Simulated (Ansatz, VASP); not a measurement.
# Two plane-wave programs on BN

```
CELL_PARAMETERS angstrom
2.47015 0.00000 0.00000
-1.23507 2.13921 0.00000
0.00000 0.00000 6.57117
ATOMIC_POSITIONS crystal
B 0.33333 0.66667 0.25000
B 0.66667 0.33333 0.75000
N 0.33333 0.66667 0.75000
N 0.66667 0.33333 0.25000
```

Change from the starting cell: volume scaled by 0.96, PAW files.

Alike in both runs: task electric field gradients; functional PBEsol; k mesh 11 × 11 × 4; occupations fermi-dirac, width 0.02 eV; no spin polarisation.

|  | VASP | Ansatz |
| --- | --- | --- |
| version | VASP 6.6.1 | Ansatz 0.2.0 |
| potentials or method | VASP PAW PBE potentials, release 64 (B, N) | PAW with Ansatz's default frozen-core files, scalar-relativistic |
| plane-wave cutoff (eV) | 520 | 420 |
| valence electrons in the cell | 16 | 16 |

|  | VASP | Ansatz | Ansatz less VASP |
| --- | --- | --- | --- |
| gap on the k mesh at the Fermi level (eV) | 4.28 | 4.29 | +0.010 |
| pressure (GPa) | 11.4 | 11.1 | -0.33 |
| traceless stress, the component that is largest in VASP (GPa) | -10.34 | -9.87 | +0.474 |
| size of Vzz on the site where it differs most (V/Å²) | 35.6 | 28.7 | -6.90 |

VASP's potentials were made for PBE, not for PBEsol.
